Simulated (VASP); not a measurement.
# LiF (Griceite) (Fm-3m) in VASP: a series of runs

The runs below take LiF (Griceite) through single point, relaxation of cell and atoms, relaxation of the atoms, with r2SCAN.

Program: VASP 6.6.1. These are calculated values, not measurements. Logs are shortened: lines on timing, memory, paths and dates and some standing lists are left out, and cuts for length are marked.

## 1. The cell of the first run

The structure is cubic, space group Fm-3m (No. 225). The conventional cell has a = 4.042 Å, b = 4.042 Å, c = 4.042 Å, α = 90.00°, β = 90.00°, γ = 90.00°. Li (site symmetry m-3m) has 6 F at 2.02 Å within 2.7 Å. Within 2.7 Å of F (site symmetry m-3m) lie 6 Li at 2.02 Å.

## 2. Single point, r2SCAN

Input file POSCAR:

```
LiF
1.0
    0.0000000000      2.0208911300      2.0208911300
    2.0208911300      0.0000000000      2.0208911300
    2.0208911300      2.0208911300      0.0000000000
Li F
1 1
Direct
    0.0000000000      0.0000000000      0.0000000000
    0.5000000000      0.5000000000      0.5000000000
```

Input file INCAR.step1:

```
SYSTEM = LiF
ALGO     = Normal         ! electronic algorithm
EDIFF    = 1E-4           ! SCF threshold, eV
ENCUT    = 520            ! plane-wave cutoff, eV
GGA      = PE             ! functional
ISMEAR   = -1             ! smearing method
LASPH    = .TRUE.         ! aspherical terms in the spheres
LCHARG   = .FALSE.        ! write CHGCAR
LREAL    = .FALSE.        ! projectors in reciprocal space
LWAVE    = .TRUE.         ! write WAVECAR
NBANDS   = 12             ! bands
NELM     = 60             ! most SCF steps
PREC     = Accurate       ! precision mode
SIGMA    = 0.02           ! smearing width, eV
```

Input file INCAR.step2:

```
SYSTEM = LiF
ALGO     = Normal         ! electronic algorithm
EDIFF    = 1E-7           ! SCF threshold, eV
ENCUT    = 520            ! plane-wave cutoff, eV
ISIF     = 2              ! what is computed and relaxed
ISMEAR   = -1             ! smearing method
ISTART   = 1            
LASPH    = .TRUE.         ! aspherical terms in the spheres
LCHARG   = .FALSE.        ! write CHGCAR
LMIXTAU  = .TRUE.       
LREAL    = .FALSE.        ! projectors in reciprocal space
LWAVE    = .FALSE.        ! write WAVECAR
METAGGA  = R2SCAN         ! meta-GGA
NBANDS   = 12             ! bands
NELM     = 60             ! most SCF steps
PREC     = Accurate       ! precision mode
SIGMA    = 0.02           ! smearing width, eV
```

Input file KPOINTS:

```
k-points
0
G
  12 12 12
  0 0 0
```

Potentials or basis: VASP PAW PBE potentials, release 64 (Li_sv, F).

Command:

```sh
$ cat potpaw_PBE.64/Li_sv/POTCAR potpaw_PBE.64/F/POTCAR > POTCAR
$ cp INCAR.step1 INCAR
$ mpirun -np 1 vasp_std > vasp.out
$ cp INCAR.step2 INCAR
$ mpirun -np 1 vasp_std > vasp.out
```

OUTCAR:

```text
SYSTEM = LiF
   EDIFF = 1E-7
   ENCUT = 520
   ISIF = 2
   ISMEAR = -1
   ISTART = 1
   LASPH = .TRUE.
   LREAL = .FALSE.
   METAGGA = R2SCAN
   NELM = 60
   PREC = Accurate

 ion  position               nearest neighbor table
   1  0.000  0.000  0.000-   2 2.02   2 2.02   2 2.02   2 2.02   2 2.02   2 2.02
   2  0.500  0.500  0.500-   1 2.02   1 2.02   1 2.02   1 2.02   1 2.02   1 2.02

  LATTYP: Found a face centered cubic cell.
 ALAT       =     4.0417822600

  Lattice vectors:

 A1 = (   0.0000000000,   2.0208911300,   2.0208911300)
 A2 = (   2.0208911300,   0.0000000000,   2.0208911300)
 A3 = (   2.0208911300,   2.0208911300,   0.0000000000)

Analysis of symmetry for initial positions (statically):
=====================================================================
 Subroutine PRICEL returns:
 Original cell was already a primitive cell.

 Routine SETGRP: Setting up the symmetry group for a
 face centered cubic supercell.

 Subroutine GETGRP returns: Found 48 space group operations
 (whereof 48 operations were pure point group operations)
 out of a pool of 48 trial point group operations.

The static configuration has the point symmetry O_h .

Analysis of symmetry for dynamics (positions and initial velocities):
=====================================================================
 Subroutine PRICEL returns:
 Original cell was already a primitive cell.

 Routine SETGRP: Setting up the symmetry group for a
 face centered cubic supercell.

 Subroutine GETGRP returns: Found 48 space group operations
 (whereof 48 operations were pure point group operations)
 out of a pool of 48 trial point group operations.

The dynamic configuration has the point symmetry O_h .

 Subroutine INISYM returns: Found 48 space group operations
 (whereof 48 operations are pure point group operations),
 and found     1 'primitive' translations

----------------------------------------------------------------------------------------

                                     Primitive cell

  volume of cell :      16.5066

  direct lattice vectors                    reciprocal lattice vectors
     0.000000000  2.020891130  2.020891130    -0.247415604  0.247415604  0.247415604
     2.020891130  0.000000000  2.020891130     0.247415604 -0.247415604  0.247415604
     2.020891130  2.020891130  0.000000000     0.247415604  0.247415604 -0.247415604

  length of vectors
     2.857971644  2.857971644  2.857971644     0.428536397  0.428536397  0.428536397

  position of ions in fractional coordinates (direct lattice)
     0.000000000  0.000000000  0.000000000
     0.500000000  0.500000000  0.500000000

  ion indices of the primitive-cell ions
   primitive index   ion index
                 1           1
[... 86 lines left out ...]
   EMIN   =  10.00;   EMAX   =-10.00  energy-range for DOS
   EFERMI =   0.00;   METHOD = LEGACY
   ISMEAR =    -1;   SIGMA  =   0.02  broadening in eV -4-tet -1-fermi 0-gaus
   EFERMI_NEDOS =   21; number of points for ismear=-14 and -15
   IALGO  =     38    algorithm
   IMIX   =      4    mixing-type and parameters
     AMIX     =   0.40;   BMIX     =  1.00
     AMIX_MAG =   1.60;   BMIX_MAG =  1.00
  volume/ion in A,a.u.               =       8.25        55.70
  Fermi-wavevector in a.u.,A,eV,Ry     =   1.385230  2.617705 26.107708  1.918862
  Thomas-Fermi vector in A             =   2.509660
   LORBIT       =      0    0 simple, 1 ext, 2 COOP (PROOUT), +10 PAW based schemes
   METAGGA = R2SCAN    functional components
   LHFCALC =     F    Hartree Fock is set to
   AEXX    =    0.0000 exact exchange contribution
   IVDW    =     0    specifies the selected vdW correction
   LEPSILON=     F    determine dielectric tensor
   LRPA    =     F    only Hartree local field effects (RPA)
 non-spin polarized calculation
  energy-cutoff  :      520.00
  volume of cell :       16.51
 maximum number of plane-waves:       459
 NGX is ok and might be reduce to    24
   NGX = 11   NGY = 11   NGZ = 11

 number of electron       9.9999991 magnetization

 Free energy of the ion-electron system (eV)
  ---------------------------------------------------
  ext. energy  EPLUGINS =         0.00000000
  ---------------------------------------------------
  free energy    TOTEN  =       -11.89619965 eV

  energy without entropy =      -11.89619965  energy(sigma->0) =      -11.89619965

 E-fermi :  -1.1780     XC(G=0): -10.4911

 val. band max:       -1.7007893378   @ k =   0.0000   0.0000   0.0000
 cond. band min:       8.4616741168   @ k =   0.0000   0.0000   0.0000
 fundamental gap:     10.1624634546
 Fermi energy:        -1.1779526516

 k-point     1 :       0.0000    0.0000    0.0000
  band No.  band energies     occupation
      1     -43.7878      2.00000
      2     -22.7704      2.00000
      3      -1.7008      2.00000
      4      -1.7008      2.00000
      5      -1.7008      2.00000
      6       8.4617      0.00000
      7      23.6753      0.00000
      8      23.6753      0.00000
      9      23.6753      0.00000
     10      24.2200      0.00000
     11      24.2200      0.00000
     12      24.2209      0.00000
[... 331 lines left out ...]
 k-point    24 :      -0.4167    0.1667    0.0000
  band No.  band energies     occupation
      1     -43.7288      2.00000
      2     -22.2965      2.00000
      3      -4.0243      2.00000
      4      -2.6135      2.00000
      5      -2.0583      2.00000
      6      11.1708      0.00000
      7      15.4849      0.00000
      8      18.9107      0.00000
      9      18.9233      0.00000
     10      27.5966      0.00000
     11      30.6293      0.00000
     12      30.6814      0.00000

 [... further k-points ...]

------------------------ aborting loop because EDIFF is reached ----------------------------------------

  FORCE on cell =-STRESS in cart. coord.  units (eV):
  Direction    XX          YY          ZZ          XY          YZ          ZX
  --------------------------------------------------------------------------------------
  -------------------------------------------------------------------------------------
  Total       -0.3685608     -0.3685608     -0.3685608      0.0000000      0.0000000      0.0000000
  in kB      -35.7734596    -35.7734596    -35.7734596      0.0000000      0.0000000      0.0000000
  external PRESSURE =     -35.7734596 kB  Pullay stress =       0.0000000 kB

 VOLUME and BASIS-vectors are now :
 -----------------------------------------------------------------------------
  energy-cutoff  :      520.00
  volume of cell :       16.51
      direct lattice vectors                 reciprocal lattice vectors
     0.000000000  2.020891130  2.020891130    -0.247415604  0.247415604  0.247415604
     2.020891130  0.000000000  2.020891130     0.247415604 -0.247415604  0.247415604
     2.020891130  2.020891130  0.000000000     0.247415604  0.247415604 -0.247415604

 POSITION                                       TOTAL-FORCE (eV/Angst)
 -----------------------------------------------------------------------------------
      0.00000      0.00000      0.00000         0.000000      0.000000      0.000000
      2.02089      2.02089      2.02089        -0.000000     -0.000000     -0.000000
 -----------------------------------------------------------------------------------
    total drift:                               -0.000000     -0.000000      0.000000

  FREE ENERGIE OF THE ION-ELECTRON SYSTEM (eV)
  ---------------------------------------------------
  free  energy   TOTEN  =       -11.8961996513 eV

  energy  without entropy=      -11.8961996513  energy(sigma->0) =      -11.89619965
```

OSZICAR.step1:

```text
N       E                     dE             d eps       ncg     rms          rms(c)
DAV:   1     0.297941459222E+02    0.29794E+02   -0.54883E+03  1836   0.843E+02
DAV:   2    -0.907647217884E+01   -0.38871E+02   -0.38031E+02  2084   0.182E+02
DAV:   3    -0.101394837922E+02   -0.10630E+01   -0.10600E+01  2276   0.258E+01
DAV:   4    -0.101502809949E+02   -0.10797E-01   -0.10797E-01  1976   0.292E+00
DAV:   5    -0.101503989196E+02   -0.11792E-03   -0.11792E-03  2276   0.229E-01    0.454E+00
DAV:   6    -0.962818950724E+01    0.52221E+00   -0.25204E+00  1932   0.981E+00    0.140E+00
DAV:   7    -0.963247926147E+01   -0.42898E-02   -0.17728E-02  2332   0.118E+00    0.862E-01
DAV:   8    -0.963933974921E+01   -0.68605E-02   -0.15285E-02  2160   0.128E+00    0.111E-01
DAV:   9    -0.963936498139E+01   -0.25232E-04   -0.90970E-04  2028   0.272E-01
   1 F= -.96393650E+01 E0= -.96393650E+01  d E =-.262724E-14
```

It took 26 s on 1 thread of Intel Xeon 6975P-C (Granite Rapids), shared host; peak memory 0.13 GiB.

What came out:

```
Free energy            : -11.8962 eV
Band gap on the k mesh : 10.16 eV, direct
```

Levels at points of the mesh, in eV from the valence-band top:
```csv
k point,band 2,band 3,band 4,band 5,band 6,band 7,band 8,band 9
"(0.00, 0.00, 0.00)",-21.07,0.00,0.00,0.00,10.16,25.38,25.38,25.38
"(0.50, 0.00, 0.00)",-20.66,-2.46,-0.24,-0.24,11.77,18.00,20.35,20.35
"(0.50, 0.50, 0.00)",-20.41,-2.96,-0.99,-0.99,15.95,17.39,18.97,21.78
```

Caveat: the cutoff is under 1.25 times the usual one of these potentials, so pressure, stress and relaxed cells hold a basis-set (Pulay) error; the PAW data sets were made with another functional, which shifts forces and pressure a little. r2SCAN opens gaps a little over a GGA but as a rule still falls short of measured ones.

## 3. Single point, r2SCAN

This run uses another cell than the first one, of 8.41 Å³/atom, 1.019 times its volume.

Input file POSCAR:

```
LiF
1.0
    0.0000000000      2.0337634000      2.0337634000
    2.0337634000      0.0000000000      2.0337634000
    2.0337634000      2.0337634000      0.0000000000
Li F
1 1
Direct
    0.0000000000      0.0000000000      0.0000000000
    0.5000000000      0.5000000000      0.5000000000
```

Input file INCAR.step1:

```
SYSTEM = LiF
  PREC = Accurate
  ENCUT = 520
  ISMEAR = -1
  SIGMA = 0.02
  LREAL = .False.
  LASPH = .True.
  NELM = 60
  NBANDS = 12
  GGA = PE
  ALGO = Normal
  EDIFF = 1E-4
  LWAVE = .True.
  LCHARG = .False.
```

Input file INCAR.step2:

```
SYSTEM = LiF
  PREC = Accurate
  ENCUT = 520
  EDIFF = 1E-6
  ISMEAR = -1
  SIGMA = 0.02
  LREAL = .False.
  LASPH = .True.
  NELM = 60
  ALGO = Normal
  ISIF = 2
  LWAVE = .False.
  LCHARG = .True.
  METAGGA = R2SCAN
  LMIXTAU = .True.
  LELF = .True.
  LVHAR = .True.
  NBANDS = 12
  ISTART = 1
```

Input file KPOINTS:

```
regular mesh
0
Gamma
  12 12 12
  0 0 0
```

Potentials or basis: VASP PAW PBE potentials, release 64 (Li_sv, F).

Command:

```sh
$ cat potpaw_PBE.64/Li_sv/POTCAR potpaw_PBE.64/F/POTCAR > POTCAR
$ cp INCAR.step1 INCAR
$ mpirun -np 1 vasp_std > vasp.out
$ cp INCAR.step2 INCAR
$ mpirun -np 1 vasp_std > vasp.out
```

It took 23 s on 1 thread of Intel Xeon 6975P-C (Granite Rapids), shared host; peak memory 0.14 GiB.

It converged, with:

```
Free energy            : -11.8890 eV
Band gap on the k mesh : 9.98 eV, direct
```

Levels at points of the mesh, in eV from the valence-band top:
```csv
k point,band 1,band 2,band 3,band 4,band 5,band 6,band 7,band 8,band 9,band 10
"(0.00, 0.00, 0.00)",-42.13,-21.02,0.00,0.00,0.00,9.98,25.18,25.18,25.18,25.65
"(0.50, 0.00, 0.00)",-42.08,-20.63,-2.40,-0.23,-0.23,11.66,17.76,20.18,20.18,31.68
"(0.50, 0.50, 0.00)",-42.06,-20.39,-2.88,-0.96,-0.96,15.76,17.29,18.72,21.54,21.55
```

Caveat: the cutoff is under 1.25 times the usual one of these potentials, so pressure, stress and relaxed cells hold a basis-set (Pulay) error; the PAW data sets were made with another functional, which shifts forces and pressure a little. A k mesh can miss the band edges.

## 4. Relaxation of cell and atoms, r2SCAN

This run uses another cell than the first one, of 8.17 Å³/atom, 0.990 times its volume.

Input file POSCAR:

```
LiF
1.0
    0.0000000000      2.0140000000      2.0140000000
    2.0140000000      0.0000000000      2.0140000000
    2.0140000000      2.0140000000      0.0000000000
Li F
1 1
Direct
    0.0000000000      0.0000000000      0.0000000000
    0.5000000000      0.5000000000      0.5000000000
```

Input file INCAR.step1:

```
SYSTEM = LiF
  PREC = Accurate
  ENCUT = 600
  ISMEAR = -1
  SIGMA = 0.02
  LREAL = .False.
  LASPH = .True.
  NELM = 80
  GGA = PE
  ALGO = Normal
  EDIFF = 1E-4
  LWAVE = .True.
  LCHARG = .False.
```

Input file INCAR.step2:

```
SYSTEM = LiF
  PREC = Accurate
  ENCUT = 600
  EDIFF = 1E-6
  ISMEAR = -1
  SIGMA = 0.02
  LREAL = .False.
  LASPH = .True.
  NELM = 80
  ALGO = Normal
  ISIF = 3
  LWAVE = .False.
  LCHARG = .False.
  METAGGA = R2SCAN
  LMIXTAU = .True.
  IBRION = 2
  NSW = 80
  EDIFFG = -0.01
  ISTART = 1
```

KPOINTS is that of step 3.

Command:

```sh
$ cat potpaw_PBE.64/Li_sv/POTCAR potpaw_PBE.64/F/POTCAR > POTCAR
$ cp INCAR.step1 INCAR
$ mpirun -np 1 vasp_std > vasp.out
$ cp INCAR.step2 INCAR
$ mpirun -np 1 vasp_std > vasp.out
```

It took 62 s on 1 thread of Intel Xeon 6975P-C (Granite Rapids), shared host; peak memory 0.14 GiB.

It converged, with:

```yaml
Free_energy: -11.9111 eV
Relaxed_volume: 7.84 Å³/atom
Relaxed_cell: a = 2.810 Å, b = 2.810 Å, c = 2.810 Å, α = 60.00°, β = 60.00°, γ = 60.00°
Space_group_after_relaxing_to_0.05_Å: Fm-3m (No. 225)
Energy_gained_by_relaxing: 3.7 meV/atom
Ionic_steps: 4
Pressure_after_relaxing: 0.0 GPa
Band_gap_on_the_k_mesh: 10.67 eV, direct
```

Step by step:
```tsv
step	energy change (eV)	largest force (eV/Å)	pressure (GPa)	volume (Å³)
1	0.0000	0.0000	-3.25	16.34
2	-0.0060	0.0000	-1.48	15.95
3	-0.0072	0.0000	-0.39	15.75
4	-0.0073	0.0000	0.00	15.68
```

Final structure:
```cif
data_structure
_symmetry_space_group_name_H-M 'P 1'
_symmetry_Int_Tables_number 1
_cell_length_a 2.8096
_cell_length_b 2.8096
_cell_length_c 2.8096
_cell_angle_alpha 60.000
_cell_angle_beta 60.000
_cell_angle_gamma 60.000
_cell_volume 15.68
loop_
_atom_site_label
_atom_site_type_symbol
_atom_site_fract_x
_atom_site_fract_y
_atom_site_fract_z
_atom_site_occupancy
Li1 Li 0.00000 0.00000 0.00000 1
F1 F 0.50000 0.50000 0.50000 1
```

Levels at points of the mesh, in eV from the valence-band top:
| k point | band 2 | band 3 | band 4 | band 5 | band 6 | band 7 | band 8 | band 9 |
| --- | --- | --- | --- | --- | --- | --- | --- | --- |
| (0.00, 0.00, 0.00) | -21.21 | 0.00 | 0.00 | 0.00 | 10.67 | 25.90 | 25.90 | 25.90 |
| (0.50, 0.00, 0.00) | -20.77 | -2.61 | -0.26 | -0.26 | 12.07 | 18.66 | 20.78 | 20.78 |
| (0.50, 0.50, 0.00) | -20.48 | -3.18 | -1.07 | -1.07 | 16.47 | 17.66 | 19.65 | 22.44 |

Caveat: the cutoff is under 1.25 times the usual one of these potentials, so pressure, stress and relaxed cells hold a basis-set (Pulay) error; the PAW data sets were made with another functional, which shifts forces and pressure a little. r2SCAN opens gaps a little over a GGA but as a rule still falls short of measured ones.

## 5. Relaxation of the atoms, r2SCAN

This run uses another cell than the first one, of 7.46 Å³/atom, 0.904 times its volume.

Input file POSCAR:

```
LiF
1.0
    0.0000000000      1.9539244000      1.9539244000
    1.9539244000      0.0000000000      1.9539244000
    1.9539244000      1.9539244000      0.0000000000
Li F
1 1
Direct
    0.0000000000      0.0000000000      0.0000000000
    0.5000000000      0.5000000000      0.5000000000
```

INCAR.step1, as its differences from that of step 4:

```diff
@@ -2,3 +2,3 @@
   PREC = Accurate
-  ENCUT = 600
+  ENCUT = 520
   ISMEAR = -1
```

INCAR.step2, as its differences from that of step 4:

```diff
@@ -2,3 +2,3 @@
   PREC = Accurate
-  ENCUT = 600
+  ENCUT = 520
   EDIFF = 1E-6
@@ -10,3 +10,3 @@
   ALGO = Normal
-  ISIF = 3
+  ISIF = 2
   LWAVE = .False.
@@ -16,3 +16,3 @@
   IBRION = 2
-  NSW = 80
+  NSW = 50
   EDIFFG = -0.01
```

Input file KPOINTS:

```
Automatic mesh
0
Gamma
  12 12 12
  0 0 0
```

Command:

```sh
$ cat potpaw_PBE.64/Li_sv/POTCAR potpaw_PBE.64/F/POTCAR > POTCAR
$ cp INCAR.step1 INCAR
$ mpirun -np 1 vasp_std > vasp.out
$ cp INCAR.step2 INCAR
$ mpirun -np 1 vasp_std > vasp.out
```

It took 20 s on 1 thread of Intel Xeon 6975P-C (Granite Rapids), shared host; peak memory 0.14 GiB.

It converged, with:

```yaml
Free_energy: -11.8874 eV
Band_gap_on_the_k_mesh: 11.19 eV, direct
```

Final structure:
```xyz
2
Lattice="0.0000 1.9539 1.9539 1.9539 0.0000 1.9539 1.9539 1.9539 0.0000" Properties=species:S:1:pos:R:3 pbc="T T T"
Li    0.0000    0.0000    0.0000
F     1.9539    1.9539    1.9539
```

Levels at points of the mesh, in eV from the valence-band top:
```tsv
k point	band 2	band 3	band 4	band 5	band 6	band 7	band 8	band 9
(0.00, 0.00, 0.00)	-21.36	0.00	0.00	0.00	11.19	26.40	26.40	26.40
(0.50, 0.00, 0.00)	-20.88	-2.77	-0.28	-0.28	12.36	19.31	21.21	21.21
(0.50, 0.50, 0.00)	-20.55	-3.42	-1.15	-1.15	17.00	17.89	20.35	23.11
```

Caveat: the cutoff is under 1.25 times the usual one of these potentials, so pressure, stress and relaxed cells hold a basis-set (Pulay) error; the relaxation stopped at its first step, so nothing moved; the PAW data sets were made with another functional, which shifts forces and pressure a little.

## 6. The runs side by side

```tsv
task	cell	cutoff (eV)	gap on the mesh (eV)
single point	a = 2.858 Å, angles 60.0°, 2 atoms	520	10.16
single point	a = 2.876 Å, angles 60.0°, 2 atoms	520	9.98
relaxation of cell and atoms	relaxed from a = 2.848 Å, angles 60.0°, 2 atoms	600	10.67
relaxation of the atoms	atoms relaxed from a = 2.763 Å, angles 60.0°, 2 atoms	520	11.19
```

Alike in all rows: level r2SCAN; potentials or basis VASP PAW PBE potentials, release 64 (Li_sv, F); no spin polarisation; k mesh 12 × 12 × 12; smearing fermi-dirac 0.02 eV.

Caveats: the cutoff is under 1.25 times the usual one of these potentials, so pressure, stress and relaxed cells hold a basis-set (Pulay) error; the PAW data sets were made with another functional, which shifts forces and pressure a little; the relaxation stopped at its first step, so nothing moved (some runs).

Absolute energies hang on the potentials; compare differences alone.
